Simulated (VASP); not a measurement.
A run of VASP 6.6.1 is set up as follows.

Contents of INCAR:

```
PREC = Accurate
ENCUT = 520
EDIFF = 1E-7
ISMEAR = -1
SIGMA = 0.05
LREAL = False
LASPH = True
NELM = 150
ALGO = Normal
ISIF = 2
LWAVE = False
LCHARG = True
ISPIN = 2
MAGMOM = 3 0
LORBIT = 11
NUPDOWN = 3.0
LMAXMIX = 4
GGA = PE
LELF = True
LVHAR = True
NBANDS = 18
```

KPOINTS

```
regular mesh
0
Gamma
  10 10 10
```

The input POSCAR:

```
FeO
1.0
   -1.6021034130      1.6021034130      2.0833922500
    1.6021034130     -1.6021034130      2.0833922500
    1.6021034130      1.6021034130     -2.0833922500
Fe O
1 1
Direct
    0.0000000000      0.0000000000      0.0000000000
    0.5000000000      0.5000000000      0.0000000000
```

Potentials or basis: VASP PAW PBE potentials, release 64 (Fe, O).

Command:

```console
$ cat potpaw_PBE.64/Fe/POTCAR potpaw_PBE.64/O/POTCAR > POTCAR
$ mpirun -np 1 vasp_std > vasp.out
```

Question: Predict the pressure.

Answer: -17.5 GPa.

Stress tensor (GPa, compression positive):
```
-17.31   0.00   0.00
  0.00 -17.31   0.00
  0.00   0.00 -17.87
```

Caveat: the cell stands under tension; the total moment is fixed, so each spin has its own Fermi level; a cell with one magnetic atom can't hold antiferromagnetic order, which such compounds often take.
